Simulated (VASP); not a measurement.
## InSb: single point with PBE

The system is InSb.

```
In Sb
1.0
     0.00000    3.33627    3.28769
     3.33627    0.00000    3.28769
     3.33627    3.33627    0.00000
In Sb
1 1
Direct
  0.00000 0.00000 0.00000
  0.75000 0.75000 0.75000
```

This cell differs from its parent crystal: strain +0.030 along x and y, +0.015 along z.

```yaml
Program: VASP 6.6.1
Task: single point
Functional: PBE
Potentials_or_basis: VASP PAW PBE potentials, release 64 (In_d, Sb)
Cutoff: 520 eV
k_mesh: 12 × 12 × 12
Occupations: gaussian, width 0.15 eV
Spin: no spin polarisation
Dipole_correction: no
Further_INCAR_settings: ALGO = Normal; EDIFF = 1e-07; NBANDS = 16
```

```yaml
Pressure: -0.1 GPa
```

Stress tensor (GPa, compression positive):
```
-0.23  0.00  0.00
 0.00 -0.23  0.00
 0.00  0.00  0.15
```

Levels at points of the mesh, in eV from the Fermi level:
```csv
k point,band 6,band 7,band 8,band 9,band 10,band 11,band 12,band 13
"(0.00, 0.00, 0.00)",-10.40,-0.73,-0.15,-0.15,-0.08,2.82,2.85,2.85
"(0.50, 0.00, 0.00)",-9.21,-5.42,-1.07,-0.98,0.29,3.64,3.71,6.00
"(0.50, 0.50, 0.00)",-8.67,-5.70,-2.20,-2.20,1.17,1.30,7.60,7.60
"(0.50, 0.00, 0.50)",-8.70,-5.76,-2.13,-2.13,1.27,1.37,7.55,7.61
```

It took 3.2 min on 1 thread of Intel(R) Xeon(R) Platinum 8259CL CPU @ 2.50GHz (Skylake/Cascade Lake), on a shared host, peak memory 0.35 GiB.

Caveat: the cell differs from its parent crystal (strain +0.030 along x and y, +0.015 along z); spin-orbit coupling is left out, which moves the levels of the heavy elements.
